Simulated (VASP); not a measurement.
# SiC (F-43m) in VASP: settings compared

SiC is run at these levels: PBEsol, PBE+D3(BJ), PBEsol+D3(BJ); tasks: single point.

All numbers are computed with VASP 6.6.1; they aren't measurements. Logs are shortened: lines on timing, memory, paths and dates and some standing lists are left out, and cuts for length are marked.

**Experimental background.**

From “Insight into the structural, elastic and electronic properties of a new orthorhombic 6O-SiC polytype”, 2020, pmc:7200658, for a bulk crystal of SiC: band gap 2.4 eV (indirect).

How close the calculation comes is told below.

## 1. The cell of the first run

Symmetry: F-43m, No. 216, cubic system. Conventional cell: a = 4.348 Å, b = 4.348 Å, c = 4.348 Å, α = 90.00°, β = 90.00°, γ = 90.00°. Si (site symmetry -43m) has 4 C at 1.88 Å within 2.5 Å. Within 2.5 Å of C (site symmetry -43m) lie 4 Si at 1.88 Å.

## 2. Single point, PBEsol

INCAR

```
SYSTEM = SiC
PREC     = Accurate       ! precision mode
ENCUT    = 520            ! plane-wave cutoff, eV
EDIFF    = 1E-6           ! SCF threshold, eV
ISMEAR   = 0              ! smearing method
SIGMA    = 0.05           ! smearing width, eV
LREAL    = .False.        ! projectors in reciprocal space
LASPH    = .True.         ! aspherical terms in the spheres
NELM     = 60             ! most SCF steps
ALGO     = Normal         ! electronic algorithm
ISIF     = 2              ! what is computed and relaxed
LWAVE    = .False.        ! write WAVECAR
LCHARG   = .False.        ! write CHGCAR
GGA      = PS             ! functional
NBANDS   = 11             ! bands
```

KPOINTS

```
regular mesh
0
Gamma
  10 10 10
  0 0 0
```

POSCAR

```
SiC
1.0
    0.0000000000      2.1739983056      2.1739983056
    2.1739983056      0.0000000000      2.1739983056
    2.1739983056      2.1739983056      0.0000000000
Si C
1 1
Direct
    0.0000000000      0.0000000000      0.0000000000
    0.7500000000      0.7500000000      0.7500000000
```

Potentials or basis: VASP PAW PBE potentials, release 64 (Si, C).

The run is started by

```
$ cat potpaw_PBE.64/Si/POTCAR potpaw_PBE.64/C/POTCAR > POTCAR
$ mpirun -np 1 vasp_std > vasp.out
```

OUTCAR:

```text
SYSTEM = SiC
   PREC = Accurate
   ENCUT = 520
   EDIFF = 1E-6
   ISMEAR = 0
   LREAL = .False.
   LASPH = .True.
   NELM = 60
   ISIF = 2
   GGA = PS

 ion  position               nearest neighbor table
   1  0.000  0.000  0.000-   2 1.88   2 1.88   2 1.88   2 1.88
   2  0.750  0.750  0.750-   1 1.88   1 1.88   1 1.88   1 1.88

  LATTYP: Found a face centered cubic cell.
 ALAT       =     4.3479966112

  Lattice vectors:

 A1 = (   0.0000000000,   2.1739983056,   2.1739983056)
 A2 = (   2.1739983056,   0.0000000000,   2.1739983056)
 A3 = (   2.1739983056,   2.1739983056,   0.0000000000)

Analysis of symmetry for initial positions (statically):
=====================================================================
 Subroutine PRICEL returns:
 Original cell was already a primitive cell.

 Routine SETGRP: Setting up the symmetry group for a
 face centered cubic supercell.

 Subroutine GETGRP returns: Found 24 space group operations
 (whereof 24 operations were pure point group operations)
 out of a pool of 48 trial point group operations.

The static configuration has the point symmetry T_d .

Analysis of symmetry for dynamics (positions and initial velocities):
=====================================================================
 Subroutine PRICEL returns:
 Original cell was already a primitive cell.

 Routine SETGRP: Setting up the symmetry group for a
 face centered cubic supercell.

 Subroutine GETGRP returns: Found 24 space group operations
 (whereof 24 operations were pure point group operations)
 out of a pool of 48 trial point group operations.

The dynamic configuration has the point symmetry T_d .

 Subroutine INISYM returns: Found 24 space group operations
 (whereof 24 operations are pure point group operations),
 and found     1 'primitive' translations

----------------------------------------------------------------------------------------

                                     Primitive cell

  volume of cell :      20.5498

  direct lattice vectors                    reciprocal lattice vectors
     0.000000000  2.173998306  2.173998306    -0.229990980  0.229990980  0.229990980
     2.173998306  0.000000000  2.173998306     0.229990980 -0.229990980  0.229990980
     2.173998306  2.173998306  0.000000000     0.229990980  0.229990980 -0.229990980

  length of vectors
     3.074497888  3.074497888  3.074497888     0.398356062  0.398356062  0.398356062

  position of ions in fractional coordinates (direct lattice)
     0.000000000  0.000000000  0.000000000
     0.750000000  0.750000000  0.750000000

  ion indices of the primitive-cell ions
   primitive index   ion index
                 1           1
                 2           2

----------------------------------------------------------------------------------------

 KPOINTS: regular mesh

Automatic generation of k-mesh.
 Grid dimensions read from file:
 generate k-points for:   10   10   10

 Generating k-lattice:

  Cartesian coordinates                     Fractional coordinates (reciprocal lattice)
    -0.022999098  0.022999098  0.022999098     0.100000000  0.000000000  0.000000000
     0.022999098 -0.022999098  0.022999098     0.000000000  0.100000000  0.000000000
     0.022999098  0.022999098 -0.022999098     0.000000000  0.000000000  0.100000000

  Length of vectors
     0.039835606  0.039835606  0.039835606

  Shift w.r.t. Gamma in fractional coordinates (k-lattice)
     0.000000000  0.000000000  0.000000000

 Subroutine IBZKPT returns following result:
 ===========================================

 Found     47 irreducible k-points:

 Following reciprocal coordinates:
            Coordinates               Weight
  0.000000  0.000000  0.000000      1.000000
  0.100000  0.000000  0.000000      8.000000
  0.200000  0.000000  0.000000      8.000000
  0.300000  0.000000  0.000000      8.000000
  0.400000  0.000000  0.000000      8.000000
  0.500000  0.000000  0.000000      4.000000
[... 16 lines left out ...]
  0.300000  0.300000  0.000000      6.000000
  0.400000  0.300000  0.000000     24.000000
 [... further k-points ...]
   k-points           NKPTS =     47   k-points in BZ     NKDIM =     47   number of bands    NBANDS=     11
   number of dos      NEDOS =    301   number of ions     NIONS =      2
   total plane-waves  NPLWV =  13824
   dimension x,y,z NGX =    24 NGY =   24 NGZ =   24
   dimension x,y,z NGXF=    48 NGYF=   48 NGZF=   48
   ions per type =               1   1
   NGX,Y,Z   is equivalent  to a cutoff of  12.98, 12.98, 12.98 a.u.
   NGXF,Y,Z  is equivalent  to a cutoff of  25.95, 25.95, 25.95 a.u.
 SYSTEM =  SiC
   PREC   = accura    normal or accurate (medium, high low for compatibility)
   ISTART =      0    job   : 0-new  1-cont  2-samecut
   ICHARG =      2    charge: 1-file 2-atom 10-const
   ISPIN  =      1    spin polarized calculation?
   LNONCOLLINEAR =      F non collinear calculations
   LSORBIT =      F    spin-orbit coupling
   LASPH  =      T    aspherical Exc in radial PAW
   ENCUT  =  520.0 eV  38.22 Ry    6.18 a.u.   5.72  5.72  5.72*2*pi/ulx,y,z
   NELM   =     60;   NELMIN=  2; NELMDL= -5     # of ELM steps
   EDIFF  = 0.1E-05   stopping-criterion for ELM
   LREAL  =      F    real-space projection
   EDIFFG = 0.1E-04   stopping-criterion for IOM
   NSW    =      0    number of steps for IOM
   IBRION =     -1    ionic relax: 0-MD 1-quasi-New 2-CG
   NFREE  =      0    steps in history (QN), initial steepest desc. (CG)
   ISIF   =      2    stress and relaxation
   ISYM   =      2    0-nonsym 1-usesym 2-fastsym
   POTIM  = 0.5000    time-step for ionic-motion
   TEBEG  =    0.0;   TEEND  =   0.0 temperature during run
   PSTRESS=    0.0 pullay stress
   NELECT =       8.0000    total number of electrons
   NUPDOWN=      -1.0000    fix difference up-down
   EMIN   =  10.00;   EMAX   =-10.00  energy-range for DOS
   EFERMI =   0.00;   METHOD = LEGACY
   ISMEAR =     0;   SIGMA  =   0.05  broadening in eV -4-tet -1-fermi 0-gaus
   EFERMI_NEDOS =   21; number of points for ismear=-14 and -15
   IALGO  =     38    algorithm
   IMIX   =      4    mixing-type and parameters
     AMIX     =   0.40;   BMIX     =  1.00
     AMIX_MAG =   1.60;   BMIX_MAG =  1.00
  volume/ion in A,a.u.               =      10.27        69.34
  Fermi-wavevector in a.u.,A,eV,Ry     =   1.195370  2.258921 19.441488  1.428909
  Thomas-Fermi vector in A             =   2.331337
   LORBIT       =      0    0 simple, 1 ext, 2 COOP (PROOUT), +10 PAW based schemes
   GGA     = PS    functional components
   LHFCALC =     F    Hartree Fock is set to
   AEXX    =    0.0000 exact exchange contribution
   IVDW    =     0    specifies the selected vdW correction
   LEPSILON=     F    determine dielectric tensor
   LRPA    =     F    only Hartree local field effects (RPA)
 non-spin polarized calculation
 Gauss-broadening in eV      SIGMA  =   0.05
  energy-cutoff  :      520.00
  volume of cell :       20.55
 maximum number of plane-waves:       568
   NGX = 11   NGY = 11   NGZ = 11

 number of electron       8.0000001 magnetization

 Free energy of the ion-electron system (eV)
  ---------------------------------------------------
  ext. energy  EPLUGINS =         0.00000000
  ---------------------------------------------------
  free energy    TOTEN  =       -15.91410516 eV

  energy without entropy =      -15.91410516  energy(sigma->0) =      -15.91410516

 E-fermi :   8.4589     XC(G=0): -11.5346

 val. band max:        8.1341998709   @ k =   0.0000   0.0000   0.0000
 cond. band min:       9.3616613707   @ k =   0.5000   0.5000   0.0000
 fundamental gap:      1.2274614998
 Fermi energy:         8.4588688404

 k-point     1 :       0.0000    0.0000    0.0000
  band No.  band energies     occupation
      1      -7.3444      2.00000
      2       8.1342      2.00000
      3       8.1342      2.00000
      4       8.1342      2.00000
      5      14.4016      0.00000
      6      15.4242      0.00000
      7      15.4242      0.00000
      8      15.4242      0.00000
      9      22.6309      0.00000
     10      22.6309      0.00000
     11      24.5034      0.00000

 k-point     2 :       0.1000    0.0000    0.0000
  band No.  band energies     occupation
      1      -7.1471      2.00000
      2       7.1181      2.00000
      3       7.9992      2.00000
      4       7.9992      2.00000
      5      14.6421      0.00000
      6      15.6695      0.00000
      7      15.6695      0.00000
      8      15.7149      0.00000
      9      21.6492      0.00000
     10      21.6492      0.00000
     11      24.2640      0.00000

 k-point     3 :       0.2000    0.0000    0.0000
  band No.  band energies     occupation
      1      -6.5638      2.00000
      2       4.9812      2.00000
      3       7.6901      2.00000
      4       7.6901      2.00000
      5      14.3353      0.00000
      6      16.0250      0.00000
      7      16.0250      0.00000
      8      16.9166      0.00000
      9      20.9734      0.00000
     10      20.9734      0.00000
     11      23.3780      0.00000

 k-point     4 :       0.3000    0.0000    0.0000
  band No.  band energies     occupation
      1      -5.6287      2.00000
      2       2.6468      2.00000
      3       7.3724      2.00000
      4       7.3724      2.00000
      5      13.9268      0.00000
      6      15.8674      0.00000
      7      15.8674      0.00000
      8      17.8509      0.00000
      9      21.8108      0.00000
     10      21.8108      0.00000
     11      23.1364      0.00000
[... 239 lines left out ...]
 k-point    22 :      -0.2000    0.2000    0.0000
  band No.  band energies     occupation
      1      -5.3153      2.00000
      2       3.3079      2.00000
      3       4.8682      2.00000
      4       7.4847      2.00000
      5      14.6464      0.00000
      6      16.1234      0.00000
      7      16.4855      0.00000
      8      17.2757      0.00000
      9      19.5937      0.00000
     10      23.5003      0.00000
     11      27.2585      0.00000

 k-point    23 :       0.3000    0.3000    0.0000
  band No.  band energies     occupation
      1      -5.0477      2.00000
      2       3.7752      2.00000
      3       5.7416      2.00000
      4       5.7416      2.00000
      5      11.2014      0.00000
      6      13.6561      0.00000
      7      19.6720      0.00000
      8      19.6720      0.00000
      9      20.5451      0.00000
     10      25.2258      0.00000
     11      29.7941      0.00000

 k-point    24 :       0.4000    0.3000    0.0000
  band No.  band energies     occupation
      1      -4.1664      2.00000
      2       2.5401      2.00000
      3       4.9363      2.00000
      4       5.4771      2.00000
      5      10.8957      0.00000
      6      13.6742      0.00000
      7      19.7615      0.00000
      8      20.0621      0.00000
      9      21.8935      0.00000
     10      26.2116      0.00000
     11      29.4091      0.00000

 [... further k-points ...]
[... 5 lines left out ...]
  --------------------------------------------------------------------------------------
  -------------------------------------------------------------------------------------
  Total        0.2211834      0.2211834      0.2211834      0.0000000      0.0000000      0.0000000
  in kB       17.2446964     17.2446964     17.2446964      0.0000000      0.0000000      0.0000000
  external PRESSURE =      17.2446964 kB  Pullay stress =       0.0000000 kB

 VOLUME and BASIS-vectors are now :
 -----------------------------------------------------------------------------
  energy-cutoff  :      520.00
  volume of cell :       20.55
      direct lattice vectors                 reciprocal lattice vectors
     0.000000000  2.173998306  2.173998306    -0.229990980  0.229990980  0.229990980
     2.173998306  0.000000000  2.173998306     0.229990980 -0.229990980  0.229990980
     2.173998306  2.173998306  0.000000000     0.229990980  0.229990980 -0.229990980

 POSITION                                       TOTAL-FORCE (eV/Angst)
 -----------------------------------------------------------------------------------
      0.00000      0.00000      0.00000        -0.000000     -0.000000     -0.000000
      3.26100      3.26100      3.26100         0.000000      0.000000      0.000000
 -----------------------------------------------------------------------------------
    total drift:                               -0.000000     -0.000000     -0.000000

  FREE ENERGIE OF THE ION-ELECTRON SYSTEM (eV)
  ---------------------------------------------------
  free  energy   TOTEN  =       -15.9141051627 eV

  energy  without entropy=      -15.9141051627  energy(sigma->0) =      -15.91410516
```

It used 10 s of CPU time on 1 thread of AMD EPYC 7R13 Processor (Zen 3) (shared host).

What came out:

```
Free energy            : -15.9141 eV
Pressure               : 1.7 GPa
Band gap on the k mesh : 1.23 eV, indirect (least direct gap 4.45 eV)
```

Levels at points of the mesh, in eV from the valence-band top:
| k point | band 2 | band 3 | band 4 | band 5 | band 6 | band 7 |
| --- | --- | --- | --- | --- | --- | --- |
| (0.00, 0.00, 0.00) | 0.00 | 0.00 | 0.00 | 6.27 | 7.29 | 7.29 |
| (0.50, 0.00, 0.00) | -8.64 | -1.06 | -1.06 | 5.44 | 7.17 | 7.17 |
| (0.50, 0.50, 0.00) | -7.86 | -3.22 | -3.22 | 1.23 | 4.22 | 14.03 |

Caveat: the PAW data sets were made with another functional, which shifts forces and pressure a little.

## 3. Single point, PBEsol

This run uses another cell than the first one, of 10.37 Å³/atom, 1.009 times its volume.

INCAR

```
SYSTEM = SiC
PREC = Accurate
ENCUT = 520
EDIFF = 1E-7
ISMEAR = 0
SIGMA = 0.05
LREAL = .False.
LASPH = .True.
NELM = 60
ALGO = Normal
ISIF = 2
LWAVE = .False.
LCHARG = .False.
GGA = PS
NBANDS = 11
```

KPOINTS is that of step 2.

POSCAR

```
SiC
1.0
    0.0000000000      2.1805638148      2.1805638148
    2.1805638148      0.0000000000      2.1805638148
    2.1805638148      2.1805638148      0.0000000000
Si C
1 1
Direct
    0.0000000000      0.0000000000      0.0000000000
    0.7500000000      0.7500000000      0.7500000000
```

Potentials or basis: VASP PAW PBE potentials, release 64 (Si, C).

The run is started by

```
$ cat potpaw_PBE.64/Si/POTCAR potpaw_PBE.64/C/POTCAR > POTCAR
$ mpirun -np 1 vasp_std > vasp.out
```

Run time: 11 s. Hardware: 1 thread of AMD EPYC 7R13 (Zen 3), shared host; peak memory 0.1 GiB.

It converged, with:

- Free energy: -15.9150 eV
- Pressure: -0.3 GPa
- Band gap on the k mesh: 1.24 eV, indirect (least direct gap 4.44 eV)

Levels at points of the mesh, in eV from the valence-band top:
```
           k point  band 2  band 3  band 4  band 5  band 6  band 7
(0.00, 0.00, 0.00)    0.00    0.00    0.00    6.16    7.23    7.23
(0.50, 0.00, 0.00)   -8.59   -1.06   -1.06    5.35    7.13    7.13
(0.50, 0.50, 0.00)   -7.83   -3.21   -3.21    1.24    4.19   13.93
```

Caveat: the PAW data sets were made with another functional, which shifts forces and pressure a little.

(Continued in part 2 of 2.)
